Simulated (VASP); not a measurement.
# Mg3TiN3 (Pm-3m) in VASP: relaxation of cell and atoms with PBE

Aim: the relaxation of cell and atoms of Mg3TiN3 with PBE.

Everything below comes from runs of VASP 6.6.1. Logs are shortened: lines on timing, memory, paths and dates and some standing lists are left out, and cuts for length are marked.

## Step 1: The cell of the first run

The structure is cubic, space group Pm-3m (No. 221). Conventional cell: a = 4.307 Å, b = 4.307 Å, c = 4.307 Å, α = 90.00°, β = 90.00°, γ = 90.00°. Mg (site symmetry 4/mmm) has 4 N at 2.15 Å within 2.8 Å. Within 2.8 Å of Ti (site symmetry m-3m) lie 6 N at 2.15 Å. N (site symmetry 4/mmm) has 4 Mg at 2.15 Å and 2 Ti at 2.15 Å within 2.8 Å.

The cell was generated, and may not be a known phase.

## Step 2: Relaxation of cell and atoms, PBE

Input file INCAR:

```
  PREC = Accurate
  ENCUT = 600
  EDIFF = 1E-6
  ISMEAR = 0
  SIGMA = 0.1
  LREAL = F
  LASPH = T
  NELM = 60
  ALGO = Normal
  ISIF = 3
  LWAVE = F
  LCHARG = F
  GGA = PE
  IBRION = 2
  NSW = 100
  EDIFFG = -0.01
```

Input file KPOINTS:

```
regular mesh
0
Gamma
  8 8 8
```

Input file POSCAR:

```
Mg3TiN3
1.0
    4.3065670573      0.0000000000      0.0000000000
    0.0000000000      4.3065670573      0.0000000000
    0.0000000000      0.0000000000      4.3065670573
Mg Ti N
3 1 3
Direct
    0.0000000000      0.5000000000      0.5000000000
    0.5000000000      0.0000000000      0.5000000000
    0.5000000000      0.5000000000      0.0000000000
    0.0000000000      0.0000000000      0.0000000000
    0.5000000000      0.0000000000      0.0000000000
    0.0000000000      0.5000000000      0.0000000000
    0.0000000000      0.0000000000      0.5000000000
```

Potentials or basis: VASP PAW PBE potentials, release 64 (Mg, Ti_sv, N).

Started as:

```sh
$ cat potpaw_PBE.64/Mg/POTCAR potpaw_PBE.64/Ti_sv/POTCAR potpaw_PBE.64/N/POTCAR > POTCAR
$ mpirun -np 1 vasp_std > vasp.out
```

OUTCAR:

```text
PREC = Accurate
   ENCUT = 600
   EDIFF = 1E-6
   ISMEAR = 0
   LREAL = F
   LASPH = T
   NELM = 60
   ISIF = 3
   GGA = PE
   IBRION = 2
   NSW = 100
   EDIFFG = -0.01

 ion  position               nearest neighbor table
   1  0.000  0.500  0.500-   6 2.15   7 2.15   6 2.15   7 2.15   3 3.05   3 3.05   4 3.05   4 3.05
                             2 3.05   4 3.05   2 3.05   4 3.05   2 3.05   3 3.05   3 3.05   2 3.05
   2  0.500  0.000  0.500-   5 2.15   7 2.15   5 2.15   7 2.15   3 3.05   3 3.05   4 3.05   4 3.05
                             1 3.05   3 3.05   3 3.05   1 3.05   4 3.05   1 3.05   4 3.05   1 3.05
   3  0.500  0.500  0.000-   5 2.15   6 2.15   5 2.15   6 2.15   2 3.05   1 3.05   2 3.05   2 3.05
                             4 3.05   4 3.05   2 3.05   1 3.05   4 3.05   1 3.05   1 3.05   4 3.05
   4  0.000  0.000  0.000-   5 2.15   6 2.15   7 2.15   7 2.15   6 2.15   5 2.15   1 3.05   2 3.05
                             1 3.05   1 3.05   3 3.05   2 3.05   1 3.05   2 3.05   3 3.05   3 3.05
   5  0.500  0.000  0.000-   2 2.15   3 2.15   4 2.15   2 2.15   3 2.15   4 2.15
   6  0.000  0.500  0.000-   1 2.15   3 2.15   4 2.15   1 2.15   4 2.15   3 2.15
   7  0.000  0.000  0.500-   1 2.15   2 2.15   4 2.15   4 2.15   1 2.15   2 2.15

  LATTYP: Found a simple cubic cell.
 ALAT       =     4.3065670573

  Lattice vectors:

 A1 = (   4.3065670573,   0.0000000000,   0.0000000000)
 A2 = (   0.0000000000,   4.3065670573,   0.0000000000)
 A3 = (   0.0000000000,   0.0000000000,   4.3065670573)

Analysis of symmetry for initial positions (statically):
=====================================================================
 Subroutine PRICEL returns:
 Original cell was already a primitive cell.

 Routine SETGRP: Setting up the symmetry group for a
 simple cubic supercell.

 Subroutine GETGRP returns: Found 48 space group operations
 (whereof 48 operations were pure point group operations)
 out of a pool of 48 trial point group operations.

The static configuration has the point symmetry O_h .

Analysis of symmetry for dynamics (positions and initial velocities):
=====================================================================
 Subroutine PRICEL returns:
 Original cell was already a primitive cell.

 Routine SETGRP: Setting up the symmetry group for a
 simple cubic supercell.

 Subroutine GETGRP returns: Found 48 space group operations
 (whereof 48 operations were pure point group operations)
 out of a pool of 48 trial point group operations.

The dynamic configuration has the point symmetry O_h .

 Subroutine INISYM returns: Found 48 space group operations
 (whereof 48 operations are pure point group operations),
 and found     1 'primitive' translations

----------------------------------------------------------------------------------------

                                     Primitive cell

  volume of cell :      79.8718

  direct lattice vectors                    reciprocal lattice vectors
     4.306567057  0.000000000  0.000000000     0.232203513  0.000000000  0.000000000
     0.000000000  4.306567057  0.000000000     0.000000000  0.232203513  0.000000000
     0.000000000  0.000000000  4.306567057     0.000000000  0.000000000  0.232203513

  length of vectors
     4.306567057  4.306567057  4.306567057     0.232203513  0.232203513  0.232203513

  position of ions in fractional coordinates (direct lattice)
     0.000000000  0.500000000  0.500000000
     0.500000000  0.000000000  0.500000000
     0.500000000  0.500000000  0.000000000
     0.000000000  0.000000000  0.000000000
     0.500000000  0.000000000  0.000000000
     0.000000000  0.500000000  0.000000000
     0.000000000  0.000000000  0.500000000

  ion indices of the primitive-cell ions
   primitive index   ion index
                 1           1
                 2           2
                 3           3
                 4           4
                 5           5
                 6           6
                 7           7

----------------------------------------------------------------------------------------

 KPOINTS: regular mesh

Automatic generation of k-mesh.
 Grid dimensions read from file:
 generate k-points for:    8    8    8

 Generating k-lattice:

  Cartesian coordinates                     Fractional coordinates (reciprocal lattice)
     0.029025439  0.000000000  0.000000000     0.125000000  0.000000000  0.000000000
     0.000000000  0.029025439  0.000000000     0.000000000  0.125000000  0.000000000
     0.000000000  0.000000000  0.029025439     0.000000000  0.000000000  0.125000000

  Length of vectors
     0.029025439  0.029025439  0.029025439

  Shift w.r.t. Gamma in fractional coordinates (k-lattice)
     0.000000000  0.000000000  0.000000000

 Subroutine IBZKPT returns following result:
 ===========================================

 Found     35 irreducible k-points:

 Following reciprocal coordinates:
            Coordinates               Weight
  0.000000  0.000000  0.000000      1.000000
  0.125000  0.000000  0.000000      6.000000
  0.250000  0.000000  0.000000      6.000000
  0.375000  0.000000  0.000000      6.000000
  0.500000  0.000000  0.000000      3.000000
  0.125000  0.125000  0.000000     12.000000
[... 16 lines left out ...]
  0.375000  0.375000  0.125000     24.000000
  0.500000  0.375000  0.125000     24.000000
 [... further k-points ...]
   k-points           NKPTS =     35   k-points in BZ     NKDIM =     35   number of bands    NBANDS=     20
   number of dos      NEDOS =    301   number of ions     NIONS =      7
   total plane-waves  NPLWV =  46656
   dimension x,y,z NGX =    36 NGY =   36 NGZ =   36
   dimension x,y,z NGXF=    72 NGYF=   72 NGZF=   72
   ions per type =               3   1   3
   NGX,Y,Z   is equivalent  to a cutoff of  13.90, 13.90, 13.90 a.u.
   NGXF,Y,Z  is equivalent  to a cutoff of  27.79, 27.79, 27.79 a.u.
 SYSTEM =  unknown system
   PREC   = accura    normal or accurate (medium, high low for compatibility)
   ISTART =      0    job   : 0-new  1-cont  2-samecut
   ICHARG =      2    charge: 1-file 2-atom 10-const
   ISPIN  =      1    spin polarized calculation?
   LNONCOLLINEAR =      F non collinear calculations
   LSORBIT =      F    spin-orbit coupling
   LASPH  =      T    aspherical Exc in radial PAW
   ENCUT  =  600.0 eV  44.10 Ry    6.64 a.u.   8.60  8.60  8.60*2*pi/ulx,y,z
   NELM   =     60;   NELMIN=  2; NELMDL= -5     # of ELM steps
   EDIFF  = 0.1E-05   stopping-criterion for ELM
   LREAL  =      F    real-space projection
   EDIFFG = -.1E-01   stopping-criterion for IOM
   NSW    =    100    number of steps for IOM
   IBRION =      2    ionic relax: 0-MD 1-quasi-New 2-CG
   NFREE  =      1    steps in history (QN), initial steepest desc. (CG)
   ISIF   =      3    stress and relaxation
   ISYM   =      2    0-nonsym 1-usesym 2-fastsym
   POTIM  = 0.5000    time-step for ionic-motion
   TEBEG  =    0.0;   TEEND  =   0.0 temperature during run
   PSTRESS=    0.0 pullay stress
   NELECT =      33.0000    total number of electrons
   NUPDOWN=      -1.0000    fix difference up-down
   EMIN   =  10.00;   EMAX   =-10.00  energy-range for DOS
   EFERMI =   0.00;   METHOD = LEGACY
   ISMEAR =     0;   SIGMA  =   0.10  broadening in eV -4-tet -1-fermi 0-gaus
   EFERMI_NEDOS =   21; number of points for ismear=-14 and -15
   IALGO  =     38    algorithm
   IMIX   =      4    mixing-type and parameters
     AMIX     =   0.40;   BMIX     =  1.00
     AMIX_MAG =   1.60;   BMIX_MAG =  1.00
  volume/ion in A,a.u.               =      11.41        77.00
  Fermi-wavevector in a.u.,A,eV,Ry     =   1.219312  2.304166 20.228085  1.486722
  Thomas-Fermi vector in A             =   2.354569
   LORBIT       =      0    0 simple, 1 ext, 2 COOP (PROOUT), +10 PAW based schemes
   GGA     = PE    functional components
   LHFCALC =     F    Hartree Fock is set to
   AEXX    =    0.0000 exact exchange contribution
   IVDW    =     0    specifies the selected vdW correction
   LEPSILON=     F    determine dielectric tensor
   LRPA    =     F    only Hartree local field effects (RPA)
 conjugate gradient relaxation of ions
 non-spin polarized calculation
 Gauss-broadening in eV      SIGMA  =   0.10
  energy-cutoff  :      600.00
  volume of cell :       79.87
 maximum number of plane-waves:      2685
 NGX is ok and might be reduce to    36
   NGX = 17   NGY = 17   NGZ = 17

--------------------------------------- Ionic step        1  -------------------------------------------

 number of electron      32.9999996 magnetization

 Free energy of the ion-electron system (eV)
  ---------------------------------------------------
  ext. energy  EPLUGINS =         0.00000000
  ---------------------------------------------------
  free energy    TOTEN  =       -43.43948146 eV

  energy without entropy =      -43.43040511  energy(sigma->0) =      -43.43494329

------------------------ aborting loop because EDIFF is reached ----------------------------------------

  FORCE on cell =-STRESS in cart. coord.  units (eV):
  Direction    XX          YY          ZZ          XY          YZ          ZX
  --------------------------------------------------------------------------------------
  -------------------------------------------------------------------------------------
  Total       -0.2612610     -0.2612610     -0.2612610     -0.0000000      0.0000000     -0.0000000
  in kB       -5.2407275     -5.2407275     -5.2407275     -0.0000000      0.0000000     -0.0000000
  external PRESSURE =      -5.2407275 kB  Pullay stress =       0.0000000 kB
[... 67 lines left out ...]
  energy  without entropy=      -43.4307259081  energy(sigma->0) =      -43.43525718

--------------------------------------- Ionic step        3  -------------------------------------------

 number of electron      32.9999995 magnetization

 Free energy of the ion-electron system (eV)
  ---------------------------------------------------
  ext. energy  EPLUGINS =         0.00000000
  ---------------------------------------------------
  free energy    TOTEN  =       -43.43993173 eV

  energy without entropy =      -43.43087240  energy(sigma->0) =      -43.43540207

 E-fermi :   5.9603     XC(G=0): -10.8965

 val. band max:        5.9431290427   @ k =   0.5000   0.3750   0.1250
 cond. band min:       5.9854339499   @ k =   0.0000   0.0000   0.0000
 fundamental gap:      0.0423049072
 Fermi energy:         5.9603060249

 k-point     1 :       0.0000    0.0000    0.0000
  band No.  band energies     occupation
      1     -51.9387      2.00000
      2     -28.1488      2.00000
      3     -28.1488      2.00000
      4     -28.1488      2.00000
      5      -9.2046      2.00000
      6      -7.5161      2.00000
[... 12 lines left out ...]
     19       5.9854      0.72232
[... 513 lines left out ...]
      4     -28.1495      2.00000
      5      -8.0333      2.00000
      6      -7.6255      2.00000
[... 12 lines left out ...]
     19       7.7833      0.00000
     20       8.1184      0.00000

 [... further k-points ...]

------------------------ aborting loop because EDIFF is reached ----------------------------------------

  FORCE on cell =-STRESS in cart. coord.  units (eV):
  Direction    XX          YY          ZZ          XY          YZ          ZX
  --------------------------------------------------------------------------------------
  -------------------------------------------------------------------------------------
  Total        0.0225220      0.0225220      0.0225220     -0.0000000     -0.0000000      0.0000000
  in kB        0.4533398      0.4533398      0.4533398     -0.0000000     -0.0000000      0.0000000
  external PRESSURE =       0.4533398 kB  Pullay stress =       0.0000000 kB
[... 22 lines left out ...]
  FREE ENERGIE OF THE ION-ELECTRON SYSTEM (eV)
  ---------------------------------------------------
  free  energy   TOTEN  =       -43.4399317280 eV

  energy  without entropy=      -43.4308724039  energy(sigma->0) =      -43.43540207

 reached required accuracy - stopping structural energy minimisation
```

Wall time 65 s (1 thread of Intel Xeon 6975P-C (Granite Rapids), shared host); peak memory 0.26 GiB.

Results:

| Property | Result |
| --- | --- |
| Free energy | -43.4399 eV |
| Relaxed volume | 11.37 Å³/atom |
| Relaxed cell | a = 4.302 Å, b = 4.302 Å, c = 4.302 Å, α = 90.00°, β = 90.00°, γ = 90.00° |
| Space group after relaxing (to 0.1 Å) | Pm-3m (No. 221) |
| Energy gained by relaxing | 0.1 meV/atom |
| Ionic steps | 3 |
| Pressure after relaxing | 0.0 GPa |
| Band gap on the k mesh | zero (an odd number of electrons rules out a gap without spin polarisation) |

Step by step:
```
step  energy change (eV)  largest force (eV/Å)  pressure (GPa)  volume (Å³)
   1              0.0000                0.0000           -0.52        79.87
   2             -0.0003                0.0000            0.30        79.44
   3             -0.0005                0.0000            0.05        79.60
```

Final structure:
```
Mg Ti N
1.0
     4.30162    0.00000    0.00000
     0.00000    4.30162    0.00000
     0.00000    0.00000    4.30162
Mg Ti N
3 1 3
Direct
  0.00000 0.50000 0.50000
  0.50000 0.00000 0.50000
  0.50000 0.50000 0.00000
  0.00000 0.00000 0.00000
  0.50000 0.00000 0.00000
  0.00000 0.50000 0.00000
  0.00000 0.00000 0.50000
```

Levels at points of the mesh, in eV from the Fermi level:
```
           k point  band 15  band 16  band 17  band 18  band 19  band 20
(0.00, 0.00, 0.00)    -0.91    -0.91    -0.91     0.03     0.03     0.03
(0.50, 0.00, 0.00)    -1.20    -1.20     0.12     1.03     1.82     1.82
(0.50, 0.50, 0.00)    -2.42    -1.19     0.23     1.83     1.83     2.40
(0.50, 0.50, 0.50)    -1.18    -1.18    -1.18     2.10     2.10     2.10
```

Caveat: the highest band is partly filled, so the run has too few bands.

The gap in the log of VASP goes by the Fermi energy; the results here count the filled bands.